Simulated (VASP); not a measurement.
Write the native input for VASP 6.6.1 that does the following.

| Property | Result |
| --- | --- |
| Task | single point |
| Functional | r2SCAN |
| Potentials or basis | VASP PAW PBE potentials, release 64 (B, N) |
| Cutoff | 520 eV |
| k mesh | 12 × 12 × 12 |
| Occupations | gaussian, width 0.01 eV |
| Spin | no spin polarisation |
| Dipole correction | no |
| Further INCAR settings | ALGO = Normal; EDIFF = 1e-06; NBANDS = 11 |

Crystal: BN.

```
B N
1.0
     0.00000    1.80483    1.75989
     1.80483    0.00000    1.75989
     1.80483    1.80483    0.00000
B N
1 1
Direct
  0.00000 0.00000 0.00000
  0.25000 0.25000 0.25000
```

This cell differs from its parent crystal: uniaxial z strain -2.5%.

The input as run:

POSCAR

```
BN
1.0
    0.0000000000      1.8048254535      1.7598852997
    1.8048254535      0.0000000000      1.7598852997
    1.8048254535      1.8048254535      0.0000000000
B N
1 1
Direct
    0.0000000000      0.0000000000      0.0000000000
    0.2500000000      0.2500000000      0.2500000000
```

INCAR.step1

```
SYSTEM = BN
PREC = Accurate
ENCUT = 520
ISMEAR = 0
SIGMA = 0.01
LREAL = .FALSE.
LASPH = .TRUE.
NELM = 100
NBANDS = 11
GGA = PE
ALGO = Normal
EDIFF = 1E-4
LWAVE = .TRUE.
LCHARG = .FALSE.
```

INCAR.step2

```
SYSTEM = BN
PREC = Accurate
ENCUT = 520
EDIFF = 1E-6
ISMEAR = 0
SIGMA = 0.01
LREAL = .FALSE.
LASPH = .TRUE.
NELM = 100
ALGO = Normal
ISIF = 2
LWAVE = .FALSE.
LCHARG = .FALSE.
METAGGA = R2SCAN
LMIXTAU = .TRUE.
NBANDS = 11
ISTART = 1
```

KPOINTS

```
Automatic mesh
0
G
  12 12 12
  0 0 0
```

Potentials or basis: VASP PAW PBE potentials, release 64 (B, N).

Launch:

```bash
$ cat potpaw_PBE.64/B/POTCAR potpaw_PBE.64/N/POTCAR > POTCAR
$ cp INCAR.step1 INCAR
$ mpirun -np 1 vasp_std > vasp.out
$ cp INCAR.step2 INCAR
$ mpirun -np 1 vasp_std > vasp.out
```

It gave:

```json
{
  "Pressure": "11.6 GPa",
  "Band gap on the k mesh": "4.54 eV, indirect (least direct gap 9.39 eV)"
}
```

Caveat: the cell differs from its parent crystal (uniaxial z strain -2.5%); the PAW data sets were made with another functional, which shifts forces and pressure a little.

Run time: 2 min on 1 thread of Intel Xeon 8259CL, with other jobs on the host, peak memory 0.14 GiB.
